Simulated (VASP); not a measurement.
# AlAu (Pm-3m) in VASP: further runs, part 2 of 2

VASP 6.6.1. The steps go on from the part before.

**4. Single point, r2SCAN**

This run uses another cell than the first one, of 16.92 Å³/atom, 1.063 times its volume.

POSCAR

```
AlAu
1.0
    3.2346528494      0.0000000000      0.0000000000
    0.0000000000      3.2346528494      0.0000000000
    0.0000000000      0.0000000000      3.2346528494
Al Au
1 1
Direct
    0.0000000000      0.0000000000      0.0000000000
    0.5000000000      0.5000000000      0.5000000000
```

INCAR.step1

```
SYSTEM = AlAu
ALGO     = Normal         ! electronic algorithm
EDIFF    = 1E-4           ! SCF threshold, eV
ENCUT    = 520            ! plane-wave cutoff, eV
GGA      = PE             ! functional
ISMEAR   = -1             ! smearing method
LASPH    = .TRUE.         ! aspherical terms in the spheres
LCHARG   = .FALSE.        ! write CHGCAR
LREAL    = .FALSE.        ! projectors in reciprocal space
LWAVE    = .TRUE.         ! write WAVECAR
NBANDS   = 14             ! bands
NELM     = 60             ! most SCF steps
PREC     = Accurate       ! precision mode
SIGMA    = 0.1            ! smearing width, eV
```

INCAR.step2

```
SYSTEM = AlAu
ALGO     = Normal         ! electronic algorithm
EDIFF    = 1E-6           ! SCF threshold, eV
ENCUT    = 520            ! plane-wave cutoff, eV
ISIF     = 2              ! what is computed and relaxed
ISMEAR   = -1             ! smearing method
ISTART   = 1            
LASPH    = .TRUE.         ! aspherical terms in the spheres
LCHARG   = .FALSE.        ! write CHGCAR
LMIXTAU  = .TRUE.       
LREAL    = .FALSE.        ! projectors in reciprocal space
LWAVE    = .FALSE.        ! write WAVECAR
METAGGA  = R2SCAN         ! meta-GGA
NBANDS   = 14             ! bands
NELM     = 60             ! most SCF steps
PREC     = Accurate       ! precision mode
SIGMA    = 0.1            ! smearing width, eV
```

KPOINTS

```
k-points
0
G
  9 9 9
  0 0 0
```

The run is started by

```console
> cat potpaw_PBE.64/Al/POTCAR potpaw_PBE.64/Au/POTCAR > POTCAR
> cp INCAR.step1 INCAR
> mpirun -np 1 vasp_std > vasp.out
> cp INCAR.step2 INCAR
> mpirun -np 1 vasp_std > vasp.out
```

It took 67 s on 1 thread of AMD EPYC 7R13 (Zen 3), shared host; peak memory 0.12 GiB.

The run converged. Its results:

```yaml
Free_energy: -57.7816 eV
Pressure: -6.1 GPa
Band_gap_on_the_k_mesh: zero (band 7 reaches 12.40 eV, above the bottom of band 8 at 8.52 eV)
```

Levels at points of the mesh, in eV from the Fermi level:
```
           k point  band 5  band 6  band 7  band 8  band 9  band 10
(0.00, 0.00, 0.00)   -4.95   -4.95    2.99    2.99    2.99     7.32
```

Caveat: the PAW data sets were made with another functional, which shifts forces and pressure a little; spin-orbit coupling is left out, which moves the levels of the heavy elements.

**5. Single point, r2SCAN**

This run uses another cell than the first one, of 17.42 Å³/atom, 1.095 times its volume.

POSCAR

```
AlAu
1.0
    3.2663671547      0.0000000000      0.0000000000
    0.0000000000      3.2663671547      0.0000000000
    0.0000000000      0.0000000000      3.2663671547
Al Au
1 1
Direct
    0.0000000000      0.0000000000      0.0000000000
    0.5000000000      0.5000000000      0.5000000000
```

INCAR.step1

```
PREC     = Accurate       # precision mode
ENCUT    = 520            # plane-wave cutoff, eV
ISMEAR   = -1             # smearing method
SIGMA    = 0.1            # smearing width, eV
LREAL    = False          # projectors in reciprocal space
LASPH    = True           # aspherical terms in the spheres
NELM     = 60             # most SCF steps
NBANDS   = 14             # bands
GGA      = PE             # functional
ALGO     = Normal         # electronic algorithm
EDIFF    = 1E-4           # SCF threshold, eV
LWAVE    = True           # write WAVECAR
LCHARG   = False          # write CHGCAR
```

INCAR.step2

```
PREC     = Accurate       # precision mode
ENCUT    = 520            # plane-wave cutoff, eV
EDIFF    = 1E-6           # SCF threshold, eV
ISMEAR   = -1             # smearing method
SIGMA    = 0.1            # smearing width, eV
LREAL    = False          # projectors in reciprocal space
LASPH    = True           # aspherical terms in the spheres
NELM     = 60             # most SCF steps
ALGO     = Normal         # electronic algorithm
ISIF     = 2              # what is computed and relaxed
LWAVE    = False          # write WAVECAR
LCHARG   = False          # write CHGCAR
METAGGA  = R2SCAN         # meta-GGA
LMIXTAU  = True         
NBANDS   = 14             # bands
ISTART   = 1
```

KPOINTS

```
regular mesh
0
Gamma
  9 9 9
```

The run is started by

```console
> cat potpaw_PBE.64/Al/POTCAR potpaw_PBE.64/Au/POTCAR > POTCAR
> cp INCAR.step1 INCAR
> mpirun -np 1 vasp_std > vasp.out
> cp INCAR.step2 INCAR
> mpirun -np 1 vasp_std > vasp.out
```

It used 52 s of CPU time on 1 thread of AMD EPYC 7R13 Processor (Zen 3), with other jobs on the host.

The run converged. Its results:

* Free energy: -57.7346 eV
* Pressure: -8.8 GPa
* Band gap on the k mesh: zero (band 7 reaches 11.96 eV, above the bottom of band 8 at 8.10 eV)

Levels at points of the mesh, in eV from the Fermi level:
| k point | band 4 | band 5 | band 6 | band 7 | band 8 | band 9 | band 10 | band 11 |
| --- | --- | --- | --- | --- | --- | --- | --- | --- |
| (0.00, 0.00, 0.00) | -4.80 | -4.80 | -4.80 | 3.01 | 3.01 | 3.01 | 7.02 | 7.59 |

Caveat: the PAW data sets were made with another functional, which shifts forces and pressure a little; spin-orbit coupling is left out, which moves the levels of the heavy elements.

**6. Single point, r2SCAN**

This run uses another cell than the first one, of 17.93 Å³/atom, 1.126 times its volume.

POSCAR

```
AlAu
1.0
    3.2974772857      0.0000000000      0.0000000000
    0.0000000000      3.2974772857      0.0000000000
    0.0000000000      0.0000000000      3.2974772857
Al Au
1 1
Direct
    0.0000000000      0.0000000000      0.0000000000
    0.5000000000      0.5000000000      0.5000000000
```

INCAR.step1

```
SYSTEM = AlAu
ALGO = Normal ; EDIFF = 1E-4
ENCUT = 520 ; GGA = PE
ISMEAR = -1 ; LASPH = .TRUE.
LCHARG = .FALSE. ; LREAL = .FALSE.
LWAVE = .TRUE. ; NBANDS = 14
NELM = 80 ; PREC = Accurate
SIGMA = 0.1
```

INCAR.step2

```
SYSTEM = AlAu
ALGO = Normal ; EDIFF = 1E-6
ENCUT = 520 ; ISIF = 2
ISMEAR = -1 ; ISTART = 1
LASPH = .TRUE. ; LCHARG = .FALSE.
LMIXTAU = .TRUE. ; LREAL = .FALSE.
LWAVE = .FALSE. ; METAGGA = R2SCAN
NBANDS = 14 ; NELM = 80
PREC = Accurate ; SIGMA = 0.1
```

KPOINTS

```
k-points
0
G
  9 9 9
  0 0 0
```

Potentials or basis: VASP PAW PBE potentials, release 64 (Al, Au).

The run is started by

```console
> cat potpaw_PBE.64/Al/POTCAR potpaw_PBE.64/Au/POTCAR > POTCAR
> cp INCAR.step1 INCAR
> mpirun -np 1 vasp_std > vasp.out
> cp INCAR.step2 INCAR
> mpirun -np 1 vasp_std > vasp.out
```

It used 74 s of CPU time on 1 thread of AMD EPYC 7R13 Processor (Zen 3) (shared host).

Results (log left out):

```yaml
Free_energy: -57.6728 eV
Pressure: -10.9 GPa
Band_gap_on_the_k_mesh: zero (band 7 reaches 11.56 eV, above the bottom of band 8 at 7.70 eV)
```

Levels at points of the mesh, in eV from the Fermi level:
```tsv
k point	band 4	band 5	band 6	band 7	band 8	band 9	band 10	band 11
(0.00, 0.00, 0.00)	-4.67	-4.67	-4.67	3.03	3.03	3.03	6.73	7.57
```

Caveat: the PAW data sets were made with another functional, which shifts forces and pressure a little; spin-orbit coupling is left out, which moves the levels of the heavy elements.

**7. Overview**

| cell | gap on the mesh (eV) | pressure (GPa) |
| --- | --- | --- |
| a = 3.169 Å, 2 atoms | none | 1.3 |
| a = 3.202 Å, 2 atoms | none | -2.8 |
| a = 3.235 Å, 2 atoms | none | -6.1 |
| a = 3.266 Å, 2 atoms | none | -8.8 |
| a = 3.297 Å, 2 atoms | none | -10.9 |

Alike in all rows: task single point; level r2SCAN; potentials or basis VASP PAW PBE potentials, release 64 (Al, Au); no spin polarisation; k mesh 9 × 9 × 9; cutoff (eV) 520; smearing fermi-dirac 0.1 eV.

Caveats: the PAW data sets were made with another functional, which shifts forces and pressure a little; spin-orbit coupling is left out, which moves the levels of the heavy elements.

Absolute energies hang on the potentials; compare differences alone.
